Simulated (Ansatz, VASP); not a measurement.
Two plane-wave programs on SnO

```
CELL_PARAMETERS angstrom
3.82015 0.00030 0.00000
-0.00031 3.82015 0.00000
0.00000 0.00000 22.22608
ATOMIC_POSITIONS crystal
Sn 0.99995 0.99995 0.20246
Sn 0.49995 0.49995 0.30878
Sn 0.87495 0.99995 0.48875
Sn 0.37495 0.49995 0.59507
O 0.99995 0.49995 0.25562
O 0.49995 0.99995 0.25562
O 0.87494 0.49994 0.54191
O 0.37494 0.99994 0.54191
```

Alike in both runs: task single point; functional PBE; dispersion D3(BJ); k mesh 7 × 7 × 1; occupations gaussian, width 0.05 eV; no spin polarisation.

```csv
,VASP,Ansatz
version,VASP 6.6.1,Ansatz 0.2.0
potentials or method,"VASP PAW PBE potentials, release 64 (Sn_d, O), cutoff 520 eV","scalar-relativistic, plane waves, PAW"
valence electrons in the cell,80,80
```

|  | VASP | Ansatz | Ansatz less VASP |
| --- | --- | --- | --- |
| gap on the k mesh at the Fermi level (eV) | 2.53 | 2.57 | +0.046 |
| least direct gap on the mesh (eV) | 2.55 | 2.59 | +0.044 |
| rms of the force components (eV/Å) | 0.059 | 0.028 | -0.0307 |

Ansatz's warnings: structure snapped to symmetry.
